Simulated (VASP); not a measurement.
# Ru (I4/mmm) in VASP: a series of runs, part 2 of 2

VASP 6.6.1. The steps go on from the part before.

### Step 3. Single point, PBE

This run uses another cell than the first one, of the same volume but with other edges.

File INCAR:

```
ALGO = Fast
EDIFF = 1E-6
ENCUT = 520
GGA = PE
ISIF = 2
ISMEAR = 0
LASPH = True
LCHARG = False
LREAL = False
LWAVE = False
NBANDS = 13
NELM = 80
PREC = Accurate
SIGMA = 0.15
```

File KPOINTS:

```
k-points
0
Gamma
  24 24 24
```

File POSCAR:

```
Ru
1.0
    0.0000000000      1.6729065900      2.5093598850
    1.6729065900      0.0000000000      2.5093598850
    1.6729065900      1.6729065900      0.0000000000
Ru
1
Direct
    0.0000000000      0.0000000000      0.0000000000
```

Potentials or basis: VASP PAW PBE potentials, release 64 (Ru_pv).

On the command line:

```bash
$ cat potpaw_PBE.64/Ru_pv/POTCAR > POTCAR
$ mpirun -np 1 vasp_std > vasp.out
```

OUTCAR:

```text
EDIFF = 1E-6
   ENCUT = 520
   GGA = PE
   ISIF = 2
   ISMEAR = 0
   LASPH = True
   LREAL = False
   NELM = 80
   PREC = Accurate

 ion  position               nearest neighbor table
   1  0.000  0.000  0.000-

  LATTYP: Found a body centered tetragonal cell.
 ALAT       =     2.3658471882
 C/A-ratio  =     2.1213203436

  Lattice vectors:

 A1 = (  -1.6729065900,   0.0000000000,   2.5093598850)
 A2 = (   1.6729065900,   0.0000000000,   2.5093598850)
 A3 = (   0.0000000000,   1.6729065900,  -2.5093598850)

Analysis of symmetry for initial positions (statically):
=====================================================================
 Subroutine PRICEL returns:
 Original cell was already a primitive cell.

 Routine SETGRP: Setting up the symmetry group for a
 body centered tetragonal supercell.

 Subroutine GETGRP returns: Found 16 space group operations
 (whereof 16 operations were pure point group operations)
 out of a pool of 16 trial point group operations.

The static configuration has the point symmetry D_4h.

Analysis of symmetry for dynamics (positions and initial velocities):
=====================================================================
 Subroutine PRICEL returns:
 Original cell was already a primitive cell.

 Routine SETGRP: Setting up the symmetry group for a
 body centered tetragonal supercell.

 Subroutine GETGRP returns: Found 16 space group operations
 (whereof 16 operations were pure point group operations)
 out of a pool of 16 trial point group operations.

The dynamic configuration has the point symmetry D_4h.

 Subroutine INISYM returns: Found 16 space group operations
 (whereof 16 operations are pure point group operations),
 and found     1 'primitive' translations

----------------------------------------------------------------------------------------

                                     Primitive cell

  volume of cell :      14.0455

  direct lattice vectors                    reciprocal lattice vectors
     0.000000000  1.672906590  2.509359885    -0.298881003  0.298881003  0.199254002
     1.672906590  0.000000000  2.509359885     0.298881003 -0.298881003  0.199254002
     1.672906590  1.672906590  0.000000000     0.298881003  0.298881003 -0.199254002

  length of vectors
     3.015875245  3.015875245  2.365847188     0.467292056  0.467292056  0.467292056

  position of ions in fractional coordinates (direct lattice)
     0.000000000  0.000000000  0.000000000

  ion indices of the primitive-cell ions
   primitive index   ion index
                 1           1

----------------------------------------------------------------------------------------

 KPOINTS: k-points

Automatic generation of k-mesh.
 Grid dimensions read from file:
 generate k-points for:   24   24   24

 Generating k-lattice:

  Cartesian coordinates                     Fractional coordinates (reciprocal lattice)
    -0.012453375  0.012453375  0.008302250     0.041666667  0.000000000  0.000000000
     0.012453375 -0.012453375  0.008302250     0.000000000  0.041666667  0.000000000
     0.012453375  0.012453375 -0.008302250    -0.000000000 -0.000000000  0.041666667

  Length of vectors
     0.019470502  0.019470502  0.019470502

  Shift w.r.t. Gamma in fractional coordinates (k-lattice)
     0.000000000  0.000000000  0.000000000

 Subroutine IBZKPT returns following result:
 ===========================================

 Found   1063 irreducible k-points:

 Following reciprocal coordinates:
            Coordinates               Weight
  0.000000  0.000000  0.000000      1.000000
  0.041667  0.000000  0.000000      8.000000
  0.083333  0.000000  0.000000      8.000000
  0.125000  0.000000  0.000000      8.000000
  0.166667  0.000000  0.000000      8.000000
  0.208333 -0.000000  0.000000      8.000000
[... 16 lines left out ...]
  0.416667  0.041667  0.000000      8.000000
  0.458333  0.041667  0.000000      8.000000
 [... further k-points ...]
   k-points           NKPTS =   1063   k-points in BZ     NKDIM =   1063   number of bands    NBANDS=     13
   number of dos      NEDOS =    301   number of ions     NIONS =      1
   total plane-waves  NPLWV =  10368
   dimension x,y,z NGX =    24 NGY =   24 NGZ =   18
   dimension x,y,z NGXF=    48 NGYF=   48 NGZF=   36
   ions per type =               1
   NGX,Y,Z   is equivalent  to a cutoff of  13.23, 13.23, 12.65 a.u.
   NGXF,Y,Z  is equivalent  to a cutoff of  26.46, 26.46, 25.30 a.u.
 SYSTEM =  unknown system
   PREC   = accura    normal or accurate (medium, high low for compatibility)
   ISTART =      0    job   : 0-new  1-cont  2-samecut
   ICHARG =      2    charge: 1-file 2-atom 10-const
   ISPIN  =      1    spin polarized calculation?
   LNONCOLLINEAR =      F non collinear calculations
   LSORBIT =      F    spin-orbit coupling
   LASPH  =      T    aspherical Exc in radial PAW
   ENCUT  =  520.0 eV  38.22 Ry    6.18 a.u.   5.61  5.61  4.40*2*pi/ulx,y,z
   NELM   =     80;   NELMIN=  2; NELMDL= -5     # of ELM steps
   EDIFF  = 0.1E-05   stopping-criterion for ELM
   LREAL  =      F    real-space projection
   EDIFFG = 0.1E-04   stopping-criterion for IOM
   NSW    =      0    number of steps for IOM
   IBRION =     -1    ionic relax: 0-MD 1-quasi-New 2-CG
   NFREE  =      0    steps in history (QN), initial steepest desc. (CG)
   ISIF   =      2    stress and relaxation
   ISYM   =      2    0-nonsym 1-usesym 2-fastsym
   POTIM  = 0.5000    time-step for ionic-motion
   TEBEG  =    0.0;   TEEND  =   0.0 temperature during run
   PSTRESS=    0.0 pullay stress
   NELECT =      14.0000    total number of electrons
   NUPDOWN=      -1.0000    fix difference up-down
   EMIN   =  10.00;   EMAX   =-10.00  energy-range for DOS
   EFERMI =   0.00;   METHOD = LEGACY
   ISMEAR =     0;   SIGMA  =   0.15  broadening in eV -4-tet -1-fermi 0-gaus
   EFERMI_NEDOS =   21; number of points for ismear=-14 and -15
   IALGO  =     68    algorithm
   IMIX   =      4    mixing-type and parameters
     AMIX     =   0.40;   BMIX     =  1.00
     AMIX_MAG =   1.60;   BMIX_MAG =  1.00
  volume/ion in A,a.u.               =      14.05        94.78
  Fermi-wavevector in a.u.,A,eV,Ry     =   1.635330  3.090326 36.386117  2.674304
  Thomas-Fermi vector in A             =   2.726821
   LORBIT       =      0    0 simple, 1 ext, 2 COOP (PROOUT), +10 PAW based schemes
   GGA     = PE    functional components
   LHFCALC =     F    Hartree Fock is set to
   AEXX    =    0.0000 exact exchange contribution
   IVDW    =     0    specifies the selected vdW correction
   LEPSILON=     F    determine dielectric tensor
   LRPA    =     F    only Hartree local field effects (RPA)
 non-spin polarized calculation
 RMM-DIIS sequential band-by-band and
 Gauss-broadening in eV      SIGMA  =   0.15
  energy-cutoff  :      520.00
  volume of cell :       14.05
 maximum number of plane-waves:       401
   NGX = 11   NGY = 11   NGZ =  9

 number of electron      14.0000001 magnetization

 Free energy of the ion-electron system (eV)
  ---------------------------------------------------
  ext. energy  EPLUGINS =         0.00000000
  ---------------------------------------------------
  free energy    TOTEN  =        -7.99388563 eV

  energy without entropy =       -7.97312843  energy(sigma->0) =       -7.98350703

 E-fermi :  12.4952     XC(G=0): -13.8057

 val. band max:       12.4947777329   @ k =   0.2917   0.0000   0.0000
 cond. band min:      12.4971519012   @ k =   0.5000   0.1667   0.3333
 fundamental gap:      0.0023741683
 Fermi energy:        12.4952009313

 k-point     1 :       0.0000    0.0000    0.0000
  band No.  band energies     occupation
      1     -30.3663      2.00000
      2     -29.8309      2.00000
      3     -29.8309      2.00000
      4       4.5884      2.00000
      5       6.6854      2.00000
      6       8.3818      2.00000
      7      12.2527      1.97774
      8      12.2527      1.97774
      9      14.8097      0.00000
     10      23.2410      0.00000
     11      26.2969      0.00000
     12      29.6904      0.00000
     13      36.9447      0.00000
[... 353 lines left out ...]
 k-point    24 :       0.4583    0.0417    0.0000
  band No.  band energies     occupation
      1     -31.4951      2.00000
      2     -30.3849      2.00000
      3     -29.7085      2.00000
      4       6.5274      2.00000
      5       7.7371      2.00000
      6      11.6971      2.00000
      7      13.1626      0.00000
      8      13.4512      0.00000
      9      13.7554      0.00000
     10      23.2163      0.00000
     11      23.4020      0.00000
     12      24.8370      0.00000
     13      34.3934      0.00000

 [... further k-points ...]

------------------------ aborting loop because EDIFF is reached ----------------------------------------

  FORCE on cell =-STRESS in cart. coord.  units (eV):
  Direction    XX          YY          ZZ          XY          YZ          ZX
  --------------------------------------------------------------------------------------
  -------------------------------------------------------------------------------------
  Total        4.7027306      4.7027306     -2.2185603      0.0000000      0.0000000     -0.0000000
  in kB      536.4439458    536.4439458   -253.0728119      0.0000000      0.0000000     -0.0000000
  external PRESSURE =     273.2716932 kB  Pullay stress =       0.0000000 kB

 VOLUME and BASIS-vectors are now :
 -----------------------------------------------------------------------------
  energy-cutoff  :      520.00
  volume of cell :       14.05
      direct lattice vectors                 reciprocal lattice vectors
     0.000000000  1.672906590  2.509359885    -0.298881003  0.298881003  0.199254002
     1.672906590  0.000000000  2.509359885     0.298881003 -0.298881003  0.199254002
     1.672906590  1.672906590  0.000000000     0.298881003  0.298881003 -0.199254002

 POSITION                                       TOTAL-FORCE (eV/Angst)
 -----------------------------------------------------------------------------------
      0.00000      0.00000      0.00000         0.000000      0.000000      0.000000
 -----------------------------------------------------------------------------------
    total drift:                                0.000000      0.000000     -0.000000

  FREE ENERGIE OF THE ION-ELECTRON SYSTEM (eV)
  ---------------------------------------------------
  free  energy   TOTEN  =        -7.9938856331 eV

  energy  without entropy=       -7.9731284319  energy(sigma->0) =       -7.98350703
```

OSZICAR:

```text
N       E                     dE             d eps       ncg     rms          rms(c)
DAV:   1     0.108564732361E+03    0.10856E+03   -0.84672E+03 27818   0.115E+03
DAV:   2    -0.713827623070E+01   -0.11570E+03   -0.11091E+03 29833   0.325E+02
DAV:   3    -0.841745115282E+01   -0.12792E+01   -0.12729E+01 32048   0.378E+01
DAV:   4    -0.842132306354E+01   -0.38719E-02   -0.38718E-02 29913   0.223E+00
DAV:   5    -0.842134945988E+01   -0.26396E-04   -0.26397E-04 32123   0.168E-01    0.140E+01
RMM:   6    -0.802509601598E+01    0.39625E+00   -0.58366E-01 27984   0.763E+00    0.548E+00
RMM:   7    -0.799626897915E+01    0.28827E-01   -0.64331E-02 28476   0.261E+00    0.170E+00
RMM:   8    -0.799397682528E+01    0.22922E-02   -0.78241E-03 29731   0.998E-01    0.122E-01
RMM:   9    -0.799386864817E+01    0.10818E-03   -0.79658E-04 32864   0.344E-01    0.395E-02
RMM:  10    -0.799388669005E+01   -0.18042E-04   -0.12475E-04 31014   0.146E-01    0.125E-02
RMM:  11    -0.799388567977E+01    0.10103E-05   -0.27314E-05 32953   0.669E-02    0.688E-03
RMM:  12    -0.799388563310E+01    0.46672E-07   -0.51578E-06 24877   0.298E-02
   1 F= -.79938856E+01 E0= -.79835070E+01  d E =-.207572E-01
```

stdout:

```text
POSCAR found type information on POSCAR Ru
 POSCAR found :  1 types and       1 ions
 scaLAPACK will be used
 LDA part: xc-table for (Slater+PW92), standard interpolation
 POSCAR, INCAR and KPOINTS ok, starting setup
 FFT: planning ... GRIDC
 FFT: planning ... GRID_SOFT
 FFT: planning ... GRID
 WAVECAR not read
 entering main loop
```

Run time: 2.8 min. Hardware: 1 thread of Intel Xeon 8259CL, shared host; peak memory 0.29 GiB.

Results:

```
Free energy            : -7.9939 eV
Pressure               : 27.3 GPa
Band gap on the k mesh : zero (bands 7 and 8 overlap by 3.08 eV)
```

Levels at points of the mesh, in eV from the Fermi level:
```csv
k point,band 3,band 4,band 5,band 6,band 7,band 8,band 9,band 10,band 11,band 12
"(0.00, 0.00, 0.00)",-42.33,-7.91,-5.81,-4.11,-0.24,-0.24,2.31,10.75,13.80,17.20
"(0.50, 0.00, 0.00)",-42.19,-6.08,-4.69,-0.97,1.19,1.24,1.30,10.62,10.79,12.03
"(0.50, 0.50, 0.00)",-42.38,-6.45,-6.39,-1.02,1.57,1.57,2.52,6.26,10.75,18.44
"(0.50, 0.00, 0.50)",-42.68,-7.15,-5.15,-1.25,0.54,4.84,6.69,10.22,10.74,14.41
```

Caveat: the cell stands under pressure.
